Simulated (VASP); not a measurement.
# ZnO (P6_3mc) in VASP: a series of runs, part 2 of 3

VASP 6.6.1. Earlier steps stand in the parts before.

**3. Single point, r2SCAN (volume scaled by 0.97, then relaxed in part)**

Contents of POSCAR:

```
ZnO
1.0
    3.2025170806      0.0000000000      0.0000000000
   -1.6012585403      2.7734611479      0.0000000000
    0.0000000000      0.0000000000      5.1587575428
Zn O
2 2
Direct
    0.3333333333      0.6666666667      0.4996921304
    0.6666666667      0.3333333333     -0.0003078696
    0.6666666667      0.3333333333      0.3793178696
    0.3333333333      0.6666666667      0.8793178696
```

Contents of INCAR.step1:

```
PREC = Accurate
ENCUT = 520
ISMEAR = 0
SIGMA = 0.02
LREAL = F
LASPH = T
NELM = 80
NBANDS = 26
GGA = PE
ALGO = Normal
EDIFF = 1E-4
LWAVE = T
LCHARG = F
```

Contents of INCAR.step2:

```
PREC = Accurate
ENCUT = 520
EDIFF = 1E-7
ISMEAR = 0
SIGMA = 0.02
LREAL = F
LASPH = T
NELM = 80
ALGO = Normal
ISIF = 2
LWAVE = F
LCHARG = F
METAGGA = R2SCAN
LMIXTAU = T
NBANDS = 26
ISTART = 1
```

Contents of KPOINTS:

```
Automatic mesh
0
Gamma
  12 12 6
```

Potentials or basis: VASP PAW PBE potentials, release 64 (Zn, O).

The run is started by

```bash
> cat potpaw_PBE.64/Zn/POTCAR potpaw_PBE.64/O/POTCAR > POTCAR
> cp INCAR.step1 INCAR
> mpirun -np 1 vasp_std > vasp.out
> cp INCAR.step2 INCAR
> mpirun -np 1 vasp_std > vasp.out
```

OUTCAR:

```text
PREC = Accurate
   ENCUT = 520
   EDIFF = 1E-7
   ISMEAR = 0
   LREAL = F
   LASPH = T
   NELM = 80
   ISIF = 2
   METAGGA = R2SCAN
   ISTART = 1

 ion  position               nearest neighbor table
   1  0.333  0.667  0.500-   3 1.95   3 1.95   3 1.95   4 1.96
   2  0.667  0.333  1.000-   4 1.95   4 1.95   4 1.95   3 1.96
   3  0.667  0.333  0.379-   1 1.95   1 1.95   1 1.95   2 1.96
   4  0.333  0.667  0.879-   2 1.95   2 1.95   2 1.95   1 1.96

  LATTYP: Found a hexagonal cell.
 ALAT       =     3.2025170806
[... 889 lines left out ...]
     25      15.6740      0.00000
     26      16.3985      0.00000

 [... further k-points ...]
[... 5 lines left out ...]
  --------------------------------------------------------------------------------------
  -------------------------------------------------------------------------------------
  Total        1.7204115      1.7204115      1.7533218      0.0000000      0.0000000      0.0000000
  in kB       60.1567351     60.1567351     61.3074937      0.0000000      0.0000000      0.0000000
  external PRESSURE =      60.5403213 kB  Pullay stress =       0.0000000 kB

 VOLUME and BASIS-vectors are now :
 -----------------------------------------------------------------------------
  energy-cutoff  :      520.00
  volume of cell :       45.82
      direct lattice vectors                 reciprocal lattice vectors
     3.202517081  0.000000000  0.000000000     0.312254385  0.180280153  0.000000000
    -1.601258540  2.773461148  0.000000000     0.000000000  0.360560306  0.000000000
     0.000000000  0.000000000  5.158757543     0.000000000  0.000000000  0.193845125

 POSITION                                       TOTAL-FORCE (eV/Angst)
 -----------------------------------------------------------------------------------
     -0.00000      1.84897      2.57779        -0.000000     -0.000000      0.001617
      1.60126      0.92449      5.15717         0.000000      0.000000      0.001617
      1.60126      0.92449      1.95681         0.000000     -0.000000     -0.001617
     -0.00000      1.84897      4.53619        -0.000000      0.000000     -0.001617
 -----------------------------------------------------------------------------------
    total drift:                                0.000001      0.000002     -0.033509

  FREE ENERGIE OF THE ION-ELECTRON SYSTEM (eV)
  ---------------------------------------------------
  free  energy   TOTEN  =       -36.2864127707 eV

  energy  without entropy=      -36.2864127707  energy(sigma->0) =      -36.28641277
```

OUTCAR.step1:

```text
PREC = Accurate
   ENCUT = 520
   ISMEAR = 0
   LREAL = F
[... 928 lines left out ...]
     -0.00000      1.84897      2.57779        -0.000000      0.000000      0.004151
      1.60126      0.92449      5.15717         0.000000      0.000000      0.004151
      1.60126      0.92449      1.95681         0.000000     -0.000000     -0.004151
     -0.00000      1.84897      4.53619        -0.000000      0.000000     -0.004151
 -----------------------------------------------------------------------------------
    total drift:                                0.000001      0.000002      0.000194

  FREE ENERGIE OF THE ION-ELECTRON SYSTEM (eV)
  ---------------------------------------------------
  free  energy   TOTEN  =       -17.7213011350 eV

  energy  without entropy=      -17.7213011350  energy(sigma->0) =      -17.72130114
```

OSZICAR.step1:

```text
N       E                     dE             d eps       ncg     rms          rms(c)
DAV:   1     0.298301620875E+03    0.29830E+03   -0.18218E+04  4000   0.205E+03
DAV:   2     0.106423945080E+02   -0.28766E+03   -0.26957E+03  4152   0.415E+02
DAV:   3    -0.203650085309E+02   -0.31007E+02   -0.30623E+02  4390   0.139E+02
DAV:   4    -0.209682792842E+02   -0.60327E+00   -0.60189E+00  4392   0.196E+01
DAV:   5    -0.209712396009E+02   -0.29603E-02   -0.29602E-02  4296   0.143E+00    0.156E+01
DAV:   6    -0.175410793189E+02    0.34302E+01   -0.64728E+00  6152   0.605E+01    0.968E+00
DAV:   7    -0.177580480178E+02   -0.21697E+00   -0.29595E+00  4002   0.168E+01    0.573E+00
DAV:   8    -0.177692867210E+02   -0.11239E-01   -0.47804E-01  5866   0.763E+00    0.163E+00
DAV:   9    -0.177184758930E+02    0.50811E-01   -0.10399E-01  5872   0.651E+00    0.289E-01
DAV:  10    -0.177212755705E+02   -0.27997E-02   -0.37421E-02  4000   0.132E+00    0.139E-01
DAV:  11    -0.177213011350E+02   -0.25564E-04   -0.51966E-04  4198   0.195E-01
   1 F= -.17721301E+02 E0= -.17721301E+02  d E =-.224570E-19
```

Wall time 2.9 min (1 thread of Intel Xeon Platinum 8488C (Sapphire Rapids), shared host); peak memory 0.21 GiB.

What came out:

```
Free energy            : -36.2864 eV
Pressure               : 6.1 GPa
Band gap on the k mesh : 1.28 eV, direct
```

Stress tensor (GPa, compression positive):
```
6.02 0.00 0.00
0.00 6.02 0.00
0.00 0.00 6.13
```

Levels at points of the mesh, in eV from the valence-band top:
```csv
k point,band 14,band 15,band 16,band 17,band 18,band 19,band 20,band 21,band 22,band 23
"(0.00, 0.00, 0.00)",-0.85,-0.85,-0.11,0.00,0.00,1.28,5.99,8.94,13.89,13.89
"(0.50, 0.00, 0.00)",-3.70,-2.96,-2.44,-1.36,-0.91,6.57,7.40,8.12,9.54,11.56
"(0.00, 0.00, 0.50)",-2.27,-0.42,-0.42,-0.42,-0.42,4.01,4.01,10.96,10.96,14.19
"(0.50, 0.00, 0.50)",-3.85,-1.62,-1.62,-1.47,-1.47,6.30,6.30,9.37,9.37,12.14
```

Caveat: the cell differs from its parent crystal (volume scaled by 0.97, then relaxed in part); the PAW data sets were made with another functional, which shifts forces and pressure a little.

**4. Single point, r2SCAN**

This run uses another cell than the first one, of 11.81 Å³/atom, 1.064 times its volume.

Contents of POSCAR:

```
ZnO
1.0
    3.2351980836      0.0000000000      0.0000000000
   -1.6175990418      2.8017637266      0.0000000000
    0.0000000000      0.0000000000      5.2114015619
Zn O
2 2
Direct
    0.3333333333      0.6666666667      0.4996921304
    0.6666666667      0.3333333333     -0.0003078696
    0.6666666667      0.3333333333      0.3793178696
    0.3333333333      0.6666666667      0.8793178696
```

Contents of INCAR.step1:

```
SYSTEM = ZnO
PREC = Accurate ; ENCUT = 520
ISMEAR = 0 ; SIGMA = 0.02
LREAL = .False. ; LASPH = .True.
NELM = 100 ; NBANDS = 26
GGA = PE ; ALGO = Normal
EDIFF = 1E-4 ; LWAVE = .True.
LCHARG = .False.
```

Contents of INCAR.step2:

```
SYSTEM = ZnO
PREC = Accurate ; ENCUT = 520
EDIFF = 1E-7 ; ISMEAR = 0
SIGMA = 0.02 ; LREAL = .False.
LASPH = .True. ; NELM = 100
ALGO = Normal ; ISIF = 2
LWAVE = .False. ; LCHARG = .True.
METAGGA = R2SCAN ; LMIXTAU = .True.
LELF = .True. ; LVHAR = .True.
NBANDS = 26 ; ISTART = 1
```

Contents of KPOINTS:

```
Automatic mesh
0
Gamma
  12 12 6
  0 0 0
```

Potentials or basis: VASP PAW PBE potentials, release 64 (Zn, O).

The run is started by

```bash
> cat potpaw_PBE.64/Zn/POTCAR potpaw_PBE.64/O/POTCAR > POTCAR
> cp INCAR.step1 INCAR
> mpirun -np 1 vasp_std > vasp.out
> cp INCAR.step2 INCAR
> mpirun -np 1 vasp_std > vasp.out
```

OUTCAR:

```text
SYSTEM = ZnO
   PREC = Accurate
   ENCUT = 520
   EDIFF = 1E-7
   ISMEAR = 0
   LREAL = .False.
   LASPH = .True.
   NELM = 100
   ISIF = 2
   METAGGA = R2SCAN
   ISTART = 1

 ion  position               nearest neighbor table
   1  0.333  0.667  0.500-   3 1.97   3 1.97   3 1.97   4 1.98
   2  0.667  0.333  1.000-   4 1.97   4 1.97   4 1.97   3 1.98
   3  0.667  0.333  0.379-   1 1.97   1 1.97   1 1.97   2 1.98
   4  0.333  0.667  0.879-   2 1.97   2 1.97   2 1.97   1 1.98

  LATTYP: Found a hexagonal cell.
 ALAT       =     3.2351980836
 C/A-ratio  =     1.6108446615

  Lattice vectors:

 A1 = (   3.2351980836,   0.0000000000,   0.0000000000)
 A2 = (  -1.6175990418,   2.8017637266,   0.0000000000)
 A3 = (   0.0000000000,   0.0000000000,   5.2114015619)

Analysis of symmetry for initial positions (statically):
=====================================================================
 Subroutine PRICEL returns:
 Original cell was already a primitive cell.

 Routine SETGRP: Setting up the symmetry group for a
 hexagonal supercell.

 Subroutine GETGRP returns: Found 12 space group operations
 (whereof  6 operations were pure point group operations)
 out of a pool of 24 trial point group operations.

The static configuration has the point symmetry C_3v.
 The point group associated with its full space group is C_6v.

Analysis of symmetry for dynamics (positions and initial velocities):
=====================================================================
 Subroutine PRICEL returns:
 Original cell was already a primitive cell.

 Routine SETGRP: Setting up the symmetry group for a
 hexagonal supercell.

 Subroutine GETGRP returns: Found 12 space group operations
 (whereof  6 operations were pure point group operations)
 out of a pool of 24 trial point group operations.

[... 115 lines left out ...]
   PSTRESS=    0.0 pullay stress
   NELECT =      36.0000    total number of electrons
   NUPDOWN=      -1.0000    fix difference up-down
   EMIN   =  10.00;   EMAX   =-10.00  energy-range for DOS
   EFERMI =   0.00;   METHOD = LEGACY
   ISMEAR =     0;   SIGMA  =   0.02  broadening in eV -4-tet -1-fermi 0-gaus
   EFERMI_NEDOS =   21; number of points for ismear=-14 and -15
   IALGO  =     38    algorithm
   IMIX   =      4    mixing-type and parameters
     AMIX     =   0.40;   BMIX     =  1.00
     AMIX_MAG =   1.60;   BMIX_MAG =  1.00
  volume/ion in A,a.u.               =      11.81        79.69
  Fermi-wavevector in a.u.,A,eV,Ry     =   1.495363  2.825827 30.424139  2.236111
  Thomas-Fermi vector in A             =   2.607518
   LORBIT       =      0    0 simple, 1 ext, 2 COOP (PROOUT), +10 PAW based schemes
   METAGGA = R2SCAN    functional components
   LHFCALC =     F    Hartree Fock is set to
   AEXX    =    0.0000 exact exchange contribution
   IVDW    =     0    specifies the selected vdW correction
   LEPSILON=     F    determine dielectric tensor
   LRPA    =     F    only Hartree local field effects (RPA)
 non-spin polarized calculation
 Gauss-broadening in eV      SIGMA  =   0.02
  energy-cutoff  :      520.00
  volume of cell :       47.24
 maximum number of plane-waves:      1292
   NGX = 13   NGY = 13   NGZ = 19

 number of electron      36.0000015 magnetization

 Free energy of the ion-electron system (eV)
  ---------------------------------------------------
  ext. energy  EPLUGINS =         0.00000000
  ---------------------------------------------------
  free energy    TOTEN  =       -36.31744654 eV

  energy without entropy =      -36.31744654  energy(sigma->0) =      -36.31744654

 E-fermi :   1.0281     XC(G=0): -11.7065

 val. band max:        0.9187030303   @ k =   0.0000   0.0000   0.0000
 cond. band min:       2.1534116862   @ k =   0.0000   0.0000   0.0000
 fundamental gap:      1.2347086559
 Fermi energy:         1.0280559842

 k-point     1 :       0.0000    0.0000    0.0000
  band No.  band energies     occupation
      1     -18.2269      2.00000
      2     -17.5309      2.00000
      3      -4.9396      2.00000
      4      -4.9396      2.00000
      5      -4.8831      2.00000
      6      -4.8363      2.00000
[... 685 lines left out ...]
     25      15.2091      0.00000
     26      15.8851      0.00000

 [... further k-points ...]
[... 5 lines left out ...]
  --------------------------------------------------------------------------------------
  -------------------------------------------------------------------------------------
  Total        0.2897261      0.2897261      0.3249725      0.0000000      0.0000000     -0.0000000
  in kB        9.8267806      9.8267806     11.0222489      0.0000000      0.0000000     -0.0000000
  external PRESSURE =      10.2252700 kB  Pullay stress =       0.0000000 kB

 VOLUME and BASIS-vectors are now :
 -----------------------------------------------------------------------------
  energy-cutoff  :      520.00
  volume of cell :       47.24
      direct lattice vectors                 reciprocal lattice vectors
     3.235198084  0.000000000  0.000000000     0.309100084  0.178459017  0.000000000
    -1.617599042  2.801763727  0.000000000     0.000000000  0.356918034  0.000000000
     0.000000000  0.000000000  5.211401562     0.000000000  0.000000000  0.191886959

 POSITION                                       TOTAL-FORCE (eV/Angst)
 -----------------------------------------------------------------------------------
     -0.00000      1.86784      2.60410         0.000000      0.000000     -0.009894
      1.61760      0.93392      5.20980        -0.000000     -0.000000     -0.009894
      1.61760      0.93392      1.97678        -0.000000     -0.000000      0.009894
     -0.00000      1.86784      4.58248        -0.000000      0.000000      0.009894
 -----------------------------------------------------------------------------------
    total drift:                                0.000001      0.000001     -0.074717

  FREE ENERGIE OF THE ION-ELECTRON SYSTEM (eV)
  ---------------------------------------------------
  free  energy   TOTEN  =       -36.3174465402 eV

  energy  without entropy=      -36.3174465402  energy(sigma->0) =      -36.31744654
```

OUTCAR.step1:

```text
SYSTEM = ZnO
   PREC = Accurate
   ENCUT = 520
   ISMEAR = 0
   LREAL = .False.
   LASPH = .True.
   NELM = 100
[... 926 lines left out ...]
      1.61760      0.93392      5.20980         0.000000     -0.000000      0.003057
      1.61760      0.93392      1.97678         0.000000      0.000000     -0.003057
     -0.00000      1.86784      4.58248        -0.000000      0.000000     -0.003057
 -----------------------------------------------------------------------------------
    total drift:                                0.000000      0.000001     -0.001025

  FREE ENERGIE OF THE ION-ELECTRON SYSTEM (eV)
  ---------------------------------------------------
  free  energy   TOTEN  =       -17.8084786762 eV

  energy  without entropy=      -17.8084786762  energy(sigma->0) =      -17.80847868
```

OSZICAR.step1:

```text
N       E                     dE             d eps       ncg     rms          rms(c)
DAV:   1     0.296064195649E+03    0.29606E+03   -0.18161E+04  3992   0.202E+03
DAV:   2     0.108184865613E+02   -0.28525E+03   -0.26795E+03  4138   0.413E+02
DAV:   3    -0.204378343347E+02   -0.31256E+02   -0.30858E+02  4358   0.140E+02
DAV:   4    -0.210481674041E+02   -0.61033E+00   -0.60908E+00  4366   0.198E+01
DAV:   5    -0.210511805975E+02   -0.30132E-02   -0.30130E-02  4302   0.145E+00    0.149E+01
DAV:   6    -0.176352840762E+02    0.34159E+01   -0.65873E+00  6236   0.613E+01    0.915E+00
DAV:   7    -0.178459301584E+02   -0.21065E+00   -0.29383E+00  4042   0.170E+01    0.546E+00
DAV:   8    -0.178565626817E+02   -0.10633E-01   -0.49525E-01  5860   0.752E+00    0.163E+00
DAV:   9    -0.178056899837E+02    0.50873E-01   -0.10322E-01  5832   0.637E+00    0.294E-01
DAV:  10    -0.178084214417E+02   -0.27315E-02   -0.37330E-02  3986   0.132E+00    0.133E-01
DAV:  11    -0.178084786762E+02   -0.57235E-04   -0.54857E-04  4250   0.219E-01
   1 F= -.17808479E+02 E0= -.17808479E+02  d E =-.135511E-40
```

It took 2.7 min on 1 thread of Intel Xeon Platinum 8488C (Sapphire Rapids), shared host; peak memory 0.21 GiB.

Results:

- Free energy: -36.3174 eV
- Pressure: 1.0 GPa
- Largest force: 0.010 eV/Å
- Band gap on the k mesh: 1.23 eV, direct

Forces in eV/Å, atoms in the order of the input:
```
Zn   0.000  0.000 -0.010
Zn   0.000  0.000 -0.010
O    0.000  0.000  0.010
O    0.000  0.000  0.010
```

Stress tensor (GPa, compression positive):
```
0.98 0.00 0.00
0.00 0.98 0.00
0.00 0.00 1.10
```

Levels at points of the mesh, in eV from the valence-band top:
```tsv
k point	band 15	band 16	band 17	band 18	band 19	band 20	band 21	band 22
(0.00, 0.00, 0.00)	-0.82	-0.09	0.00	0.00	1.23	5.87	8.83	13.73
(0.50, 0.00, 0.00)	-2.87	-2.34	-1.31	-0.87	6.43	7.36	8.08	9.32
(0.00, 0.00, 0.50)	-0.40	-0.40	-0.40	-0.40	3.94	3.94	10.83	10.83
(0.50, 0.00, 0.50)	-1.56	-1.56	-1.41	-1.41	6.25	6.25	9.18	9.18
```

Caveat: the PAW data sets were made with another functional, which shifts forces and pressure a little.

[end of part 2 of 3]
